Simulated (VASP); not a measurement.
Pt, 1 atom in the cell. The structure is cubic, space group Fm-3m (No. 225). The conventional cell has a = 3.821 Å, b = 3.821 Å, c = 3.821 Å, α = 90.00°, β = 90.00°, γ = 90.00°. Pt (site symmetry m-3m) has 12 Pt at 2.70 Å within 3.6 Å. 

```yaml
Program: VASP 6.6.1
Task: single point
Functional: LDA
Potentials_or_basis: VASP PAW LDA potentials, release 64 (Pt)
Cutoff: 520 eV
k_mesh: 13 × 13 × 13
Occupations: methfessel-paxton, width 0.1 eV
Spin: no spin polarisation
Dipole_correction: no
Further_INCAR_settings: ALGO = Normal; EDIFF = 1e-07; NBANDS = 11
```

Potentials or basis: VASP PAW LDA potentials, release 64 (Pt).

Launch:

```console
$ cat potpaw_LDA.64/Pt/POTCAR > POTCAR
$ mpirun -np 1 vasp_std > vasp.out
```

Hardware: 1 thread of Intel Xeon 6975P-C (shared host).

Q: Estimate the wall time of this run.

A: It took 9.9 s on 1 thread of Intel Xeon 6975P-C (shared host), peak memory 0.13 GiB. Counts: scf iterations 11, k points 84.
